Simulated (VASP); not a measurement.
Input of a VASP 6.6.1 run:

File INCAR:

```
PREC = Accurate
ENCUT = 600
EDIFF = 1E-6
ISMEAR = 0
SIGMA = 0.1
LREAL = F
LASPH = T
NELM = 100
ALGO = Normal
ISIF = 3
LWAVE = F
LCHARG = F
GGA = PE
IVDW = 12
IBRION = 2
NSW = 70
EDIFFG = -0.02
```

File KPOINTS:

```
regular mesh
0
Gamma
  16 16 16
```

File POSCAR:

```
Al2Cu
1.0
   -2.0303380000      2.0303380000      2.8510940000
    2.0303380000     -2.0303380000      2.8510940000
    2.0303380000      2.0303380000     -2.8510940000
Al Cu
2 1
Direct
    0.7500000000      0.2500000000      0.5000000000
    0.2500000000      0.7500000000      0.5000000000
    0.5000000000      0.5000000000      0.0000000000
```

Potentials or basis: VASP PAW PBE potentials, release 64 (Al, Cu).

Command:

```sh
$ cat potpaw_PBE.64/Al/POTCAR potpaw_PBE.64/Cu/POTCAR > POTCAR
$ mpirun -np 1 vasp_std > vasp.out
```

**Question.** Predict the relaxed cell.

**Answer.** a = 4.036 Å, b = 4.036 Å, c = 4.036 Å, α = 119.89°, β = 119.89°, γ = 90.19°.

**Question.** Predict the space group after relaxing (to 0.05 Å).

**Answer.** Fm-3m (No. 225).

The path:
```
step  energy change (eV)  largest force (eV/Å)  pressure (GPa)  volume (Å³)
   1              0.0000                0.0000           -0.64        47.01
   2             -0.0019                0.0000           -0.02        46.59
   3             -0.0019                0.0000           -0.05        46.57
```

Caveat: pairwise dispersion overbinds metals, which lowers pressure and volume.
